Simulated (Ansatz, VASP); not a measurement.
# Two plane-wave programs on Mg2SbCl

The input INCAR:

```
PREC     = Accurate       # precision mode
ENCUT    = 520            # plane-wave cutoff, eV
EDIFF    = 1E-6           # SCF threshold, eV
ISMEAR   = 0              # smearing method
SIGMA    = 0.1            # smearing width, eV
LREAL    = F              # projectors in reciprocal space
LASPH    = T              # aspherical terms in the spheres
NELM     = 100            # most SCF steps
ALGO     = Normal         # electronic algorithm
ISIF     = 2              # what is computed and relaxed
LWAVE    = F              # write WAVECAR
LCHARG   = F              # write CHGCAR
GGA      = PS             # functional
NBANDS   = 16             # bands
```

File KPOINTS:

```
regular mesh
0
Gamma
  6 6 6
```

Contents of POSCAR:

```
Mg2SbCl
1.0
    1.8592166467      1.0734192314      6.7206955688
   -1.8592166467      1.0734192314      6.7206955688
    0.0000000000     -2.1468384629      6.7206955688
Mg Sb Cl
2 1 1
Direct
    0.2228150000      0.2228150000      0.2228150000
    0.7771850000      0.7771850000      0.7771850000
    0.5000000000      0.5000000000      0.5000000000
    0.0000000000      0.0000000000      0.0000000000
```

Input for Ansatz:

```yaml
crystal:
  lattice:
    - [1.8592166467, 1.0734192314, 6.7206955688]
    - [-1.8592166467, 1.0734192314, 6.7206955688]
    - [0.0, -2.1468384629, 6.7206955688]
  atoms:
    - { symbol: Mg, position: [0.222815, 0.222815, 0.222815] }
    - { symbol: Mg, position: [0.777185, 0.777185, 0.777185] }
    - { symbol: Sb, position: [0.5, 0.5, 0.5] }
    - { symbol: Cl, position: [0.0, 0.0, 0.0] }
basis:
  ecutwfc: 420
kpoints:
  mp_grid: { grid: [6, 6, 6] }
hamiltonian:
  xc: pbesol
scf:
  occupations: { method: gaussian, width: 0.1 }
output:
  forces: true
  stress: true
  eigenvalues: true
```

Alike in both runs: task single point; functional PBEsol; k mesh 6 × 6 × 6; occupations gaussian, width 0.1 eV; no spin polarisation.

|  | VASP | Ansatz |
| --- | --- | --- |
| version | VASP 6.6.1 | Ansatz 0.2.0 |
| potentials or method | VASP PAW PBE potentials, release 64 (Mg, Sb, Cl), cutoff 520 eV | scalar-relativistic, plane waves, PAW |
| valence electrons in the cell | 16 | 42 |

Ansatz gave:

```
gap on the k mesh at the Fermi level (eV)                     : 0.31
least direct gap on the mesh (eV)                             : 0.83
pressure (GPa)                                                : 26.2
traceless stress, the component that is largest in VASP (GPa) : -15.61
rms of the force components (eV/Å)                            : 1.714
```

Task: Estimate VASP's values.

Result: gap on the k mesh at the Fermi level (eV): 0.26; least direct gap on the mesh (eV): 0.78; pressure (GPa): 26.7; traceless stress, the component that is largest in VASP (GPa): -15.81; rms of the force components (eV/Å): 1.741.

VASP's potentials were made for PBE, not for PBEsol. Atom by atom the forces differ by 0.027 eV/Å (rms over components). With one functional, cell and mesh, what is left measures potentials, basis and numerics. VASP's potentials hold 16 valence electrons a cell and Ansatz's 42, so a difference there can come from the potentials and not from the codes.

Neither program's run includes spin-orbit coupling.
